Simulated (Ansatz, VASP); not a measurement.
One calculation of AlFeH3, two programs

```
CELL_PARAMETERS angstrom
3.42224 0.00000 0.00000
0.00000 3.42224 0.00000
0.00000 0.00000 3.42224
ATOMIC_POSITIONS crystal
Al 0.00000 0.00000 0.00000
Fe 0.50000 0.50000 0.50000
H 0.00000 0.00000 0.50000
H 0.50000 0.00000 0.00000
H 0.00000 0.50000 0.00000
```

Alike in both runs: functional r2SCAN; k mesh 10 × 10 × 10; occupations gaussian, width 0.1 eV; collinear spin.

Ansatz relaxed the structure, and its values are those at the end. VASP's run is a single point on that final structure, the one shown.

|  | VASP | Ansatz |
| --- | --- | --- |
| version | VASP 6.6.1 | Ansatz 0.2.0 |
| potentials or method | VASP PAW PBE potentials, release 64 (Al, Fe, H), cutoff 520 eV | scalar-relativistic, plane waves, PAW |
| valence electrons in the cell | 14 | 22 |

VASP gave:

| Item | Value |
| --- | --- |
| gap on the k mesh at the Fermi level (eV) | none |
| pressure (GPa) | -0.3 |
| net moment per atom (μB) | 0.53 |
| size of the moment on the site where the two differ most (μB) | 0.04 |

Task: Which values does Ansatz return?

Result: gap on the k mesh at the Fermi level (eV): none; pressure (GPa): 0.1; net moment per atom (μB): 0.53; size of the moment on the site where the two differ most (μB): 0.01.

VASP's potentials were made for PBE, not for r2SCAN. Site moments also hang on the region over which each program counts them. A gap of «none» marks a metal or a gap that the smearing closes. VASP's potentials hold 14 valence electrons a cell and Ansatz's 22, so a difference there can come from the potentials and not from the codes.
